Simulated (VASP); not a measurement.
# LiSc12 in VASP: single point with LDA

Aim: the single point of LiSc12 with LDA.

Everything below comes from runs of VASP 6.6.1. Logs are shortened: lines on timing, memory, paths and dates and some standing lists are left out, and cuts for length are marked.

## (1) The cell of the first run

The cell holds a slab with vacuum, 13 atoms: a = 6.620 Å, b = 6.620 Å, c = 17.276 Å, α = 90.00°, β = 90.00°, γ = 60.00°.

## (2) Single point, LDA

Contents of INCAR:

```
PREC = Accurate ; ENCUT = 520
EDIFF = 1E-6 ; ISMEAR = -1
SIGMA = 0.1 ; LREAL = F
LASPH = T ; NELM = 100
ALGO = Normal ; ISIF = 2
LWAVE = F ; LCHARG = F
GGA = CA ; NBANDS = 80
```

Contents of KPOINTS:

```
Automatic mesh
0
Gamma
  3 3 1
```

Contents of POSCAR:

```
LiSc12
1.0
    6.6200000000      0.0000000000      0.0000000000
    3.3100000000      5.7330880000      0.0000000000
    0.0000000000      0.0000000000     17.2761400000
Sc Li
12 1
Direct
    0.0000000000      0.0000000000      0.0578833003
    0.5000000000      0.0000000000      0.0578833003
    0.0000000000      0.5000000000      0.0578833003
    0.5000000000      0.5000000000      0.0578833003
   -0.1630613908      0.3314475550      0.1963854773
    0.3280561065      0.3342170921      0.1958468732
   -0.1640241205      0.8305844948      0.1971377866
    0.3320082570      0.8336967791      0.1939149602
    0.0116266272     -0.0074602029      0.3384793710
    0.4970732995     -0.0079979585      0.3327217770
   -0.0103754977      0.5031667053      0.3412290593
    0.4977755210      0.5050930668      0.3306225233
    0.4625336129      0.7505738618      0.4818367992
```

Potentials or basis: VASP PAW LDA potentials, release 64 (Sc_sv, Li_sv).

Started as:

```console
$ cat potpaw_LDA.64/Sc_sv/POTCAR potpaw_LDA.64/Li_sv/POTCAR > POTCAR
$ mpirun -np 1 vasp_std > vasp.out
```

OUTCAR:

```text
PREC = Accurate
   ENCUT = 520
   EDIFF = 1E-6
   ISMEAR = -1
   LREAL = F
   LASPH = T
   NELM = 100
   ISIF = 2
   GGA = CA

 ion  position               nearest neighbor table
   1  0.000  0.000  0.058-   8 3.02   5 3.06   7 3.07   3 3.31   3 3.31   4 3.31   4 3.31   2 3.31
                             2 3.31
   2  0.500  0.000  0.058-   8 3.03   6 3.06   7 3.08   4 3.31   3 3.31   4 3.31   3 3.31   1 3.31
                             1 3.31
   3  0.000  0.500  0.058-   6 3.04   5 3.06   7 3.06   1 3.31   1 3.31   2 3.31   2 3.31   4 3.31
                             4 3.31
   4  0.500  0.500  0.058-   8 3.03   6 3.07   5 3.08   2 3.31   1 3.31   2 3.31   1 3.31   3 3.31
                             3 3.31
   5  0.837  0.331  0.196-  12 3.03   1 3.06   3 3.06   4 3.08  11 3.12   9 3.13   6 3.26   8 3.29
                             7 3.30   7 3.32   8 3.33   6 3.36
   6  0.328  0.334  0.196-   3 3.04  12 3.04   2 3.06   4 3.07  10 3.07  11 3.17   5 3.26   7 3.27
                             8 3.30   8 3.32   7 3.35   5 3.36
   7  0.836  0.831  0.197-  10 3.04   3 3.06   1 3.07   2 3.08   9 3.12  11 3.12   6 3.27   8 3.29
                             5 3.30   5 3.32   8 3.33   6 3.35
   8  0.332  0.834  0.194-  12 3.02   1 3.02   4 3.03  10 3.03   2 3.03   9 3.10   5 3.29   7 3.29
                             6 3.30   6 3.32   7 3.33   5 3.33
   9  0.012  0.993  0.338-   8 3.10   7 3.12   5 3.13  10 3.21  12 3.23  11 3.31  11 3.32  12 3.40
                            10 3.41
  10  0.497  0.992  0.333-   8 3.03   7 3.04   6 3.07   9 3.21  12 3.22  11 3.25  11 3.37  12 3.40
                             9 3.41
  11  0.990  0.503  0.341-   5 3.12   7 3.12   6 3.17  10 3.25  12 3.25   9 3.31   9 3.32  10 3.37
                            12 3.38
  12  0.498  0.505  0.331-   8 3.02   5 3.03   6 3.04  10 3.22   9 3.23  11 3.25  11 3.38  10 3.40
                             9 3.40
  13  0.463  0.751  0.482-

  LATTYP: Found a hexagonal cell.
 ALAT       =     6.6199998501
 C/A-ratio  =     2.6096888808

  Lattice vectors:

 A1 = (  -3.3100000000,  -5.7330880000,   0.0000000000)
 A2 = (   6.6200000000,   0.0000000000,   0.0000000000)
 A3 = (   0.0000000000,   0.0000000000,  17.2761400000)

Analysis of symmetry for initial positions (statically):
=====================================================================
 Subroutine PRICEL returns:
 Original cell was already a primitive cell.

 Routine SETGRP: Setting up the symmetry group for a
 hexagonal supercell.

 Subroutine GETGRP returns: Found  1 space group operations
 (whereof  1 operations were pure point group operations)
[... 133 lines left out ...]
   ISMEAR =    -1;   SIGMA  =   0.10  broadening in eV -4-tet -1-fermi 0-gaus
   EFERMI_NEDOS =   21; number of points for ismear=-14 and -15
   IALGO  =     38    algorithm
   IMIX   =      4    mixing-type and parameters
     AMIX     =   0.40;   BMIX     =  1.00
     AMIX_MAG =   1.60;   BMIX_MAG =  1.00
  volume/ion in A,a.u.               =      50.44       340.37
  Fermi-wavevector in a.u.,A,eV,Ry     =   0.966692  1.826784 12.714566  0.934494
  Thomas-Fermi vector in A             =   2.096515
   LORBIT       =      0    0 simple, 1 ext, 2 COOP (PROOUT), +10 PAW based schemes
   GGA     = CA    functional components
   LHFCALC =     F    Hartree Fock is set to
   AEXX    =    0.0000 exact exchange contribution
   IVDW    =     0    specifies the selected vdW correction
   LEPSILON=     F    determine dielectric tensor
   LRPA    =     F    only Hartree local field effects (RPA)
 non-spin polarized calculation
  energy-cutoff  :      520.00
  volume of cell :      655.68
 maximum number of plane-waves:     17741
 NGX is ok and might be reduce to    50
   NGX = 25   NGY = 25   NGZ = 65

 number of electron     134.9999994 magnetization

 Free energy of the ion-electron system (eV)
  ---------------------------------------------------
  ext. energy  EPLUGINS =         0.00000000
  ---------------------------------------------------
  free energy    TOTEN  =       -76.64696822 eV

  energy without entropy =      -75.79158314  energy(sigma->0) =      -76.21927568

 E-fermi :  -0.0070     XC(G=0):  -5.8689

 val. band max:       -0.0161222691   @ k =  -0.3333   0.3333   0.0000
 cond. band min:       0.0563186618   @ k =   0.0000   0.0000   0.0000
 fundamental gap:      0.0724409309
 Fermi energy:        -0.0069878190

 k-point     1 :       0.0000    0.0000    0.0000
  band No.  band energies     occupation
      1     -49.1232      2.00000
      2     -49.0692      2.00000
      3     -49.0531      2.00000
      4     -49.0395      2.00000
      5     -49.0300      2.00000
      6     -49.0124      2.00000
[... 399 lines left out ...]
     78       0.6128      0.00406
     79       0.6582      0.00258
 [bands above 79 left out]

------------------------ aborting loop because EDIFF is reached ----------------------------------------

  FORCE on cell =-STRESS in cart. coord.  units (eV):
  Direction    XX          YY          ZZ          XY          YZ          ZX
  --------------------------------------------------------------------------------------
  -------------------------------------------------------------------------------------
  Total       -9.5304713     -9.1261306      0.0435461      0.3621749      0.1986797      0.0463366
  in kB      -23.2879708    -22.2999531      0.1064060      0.8849843      0.4854795      0.1132248
  external PRESSURE =     -15.1605059 kB  Pullay stress =       0.0000000 kB

 VOLUME and BASIS-vectors are now :
 -----------------------------------------------------------------------------
  energy-cutoff  :      520.00
  volume of cell :      655.68
      direct lattice vectors                 reciprocal lattice vectors
     6.620000000  0.000000000  0.000000000     0.151057402 -0.087213034  0.000000000
     3.310000000  5.733088000  0.000000000     0.000000000  0.174426068  0.000000000
     0.000000000  0.000000000 17.276140000     0.000000000  0.000000000  0.057883300

 POSITION                                       TOTAL-FORCE (eV/Angst)
 -----------------------------------------------------------------------------------
      0.00000      0.00000      1.00000        -0.010138     -0.001134     -0.018685
      3.31000      0.00000      1.00000         0.014100      0.015326     -0.004527
      1.65500      2.86654      1.00000         0.002287     -0.005275     -0.018873
      4.96500      2.86654      1.00000        -0.014875     -0.031432     -0.004304
      6.63762      1.90022      3.39278        -0.002983      0.000835      0.014907
      3.27799      1.91610      3.38348         0.003924      0.004072      0.017758
      8.28340      4.76181      3.40578        -0.000544     -0.003131     -0.008066
      4.95743      4.77966      3.35010        -0.006315     -0.005951      0.003220
      3.36228      5.69032      5.84762        -0.005479     -0.002859      0.005719
      6.57415      5.68724      5.74815         0.011516      0.007435     -0.002923
      8.21680      2.88470      5.89512         0.018871     -0.006447     -0.006289
      4.96713      2.89574      5.71188        -0.005381     -0.003790     -0.002856
      5.54637      4.30311      8.32428        -0.004983      0.032351      0.024917
 -----------------------------------------------------------------------------------
    total drift:                               -0.000493      0.000600      0.000654

  FREE ENERGIE OF THE ION-ELECTRON SYSTEM (eV)
  ---------------------------------------------------
  free  energy   TOTEN  =       -76.6469682223 eV

  energy  without entropy=      -75.7915831427  energy(sigma->0) =      -76.21927568
```

OSZICAR:

```text
N       E                     dE             d eps       ncg     rms          rms(c)
DAV:   1     0.338608206500E+04    0.33861E+04   -0.54146E+04   856   0.154E+03
DAV:   2     0.218685626301E+03   -0.31674E+04   -0.31355E+04  1240   0.809E+02
DAV:   3    -0.682918428759E+02   -0.28698E+03   -0.27909E+03  1320   0.388E+02
DAV:   4    -0.891419309565E+02   -0.20850E+02   -0.20210E+02  1376   0.875E+01
[... 17 lines left out ...]
DAV:  22    -0.766468799399E+02   -0.18655E-03   -0.55934E-05   808   0.333E-02    0.496E-03
DAV:  23    -0.766469515254E+02   -0.71585E-04   -0.27775E-05   704   0.149E-02    0.319E-03
DAV:  24    -0.766469641767E+02   -0.12651E-04   -0.10431E-05   784   0.114E-02    0.209E-03
DAV:  25    -0.766469672252E+02   -0.30485E-05   -0.44112E-06   672   0.841E-03    0.131E-03
DAV:  26    -0.766469682223E+02   -0.99706E-06   -0.26594E-06   536   0.508E-03
   1 F= -.76646968E+02 E0= -.76219276E+02  d E =-.855385E+00
```

Run time: 24 min. Hardware: 1 thread of Intel Xeon 8259CL, shared host; peak memory 0.57 GiB.

What came out:

```
Free energy            : -76.6470 eV
Largest force          : 0.041 eV/Å
Band gap on the k mesh : zero (an odd number of electrons rules out a gap without spin polarisation)
```

Forces on the atoms (eV/Å):
```
Sc  -0.010 -0.001 -0.019
Sc   0.014  0.015 -0.005
Sc   0.002 -0.005 -0.019
Sc  -0.015 -0.031 -0.004
Sc  -0.003  0.001  0.015
Sc   0.004  0.004  0.018
Sc  -0.001 -0.003 -0.008
Sc  -0.006 -0.006  0.003
Sc  -0.005 -0.003  0.006
Sc   0.012  0.007 -0.003
Sc   0.019 -0.006 -0.006
Sc  -0.005 -0.004 -0.003
Li  -0.005  0.032  0.025
```

Caveat: the k points lie up to 0.37 Å⁻¹ apart, too coarse for converged energies and pressures of a metal; the cutoff is under 1.25 times the usual one of these potentials, so pressure, stress and relaxed cells hold a basis-set (Pulay) error.
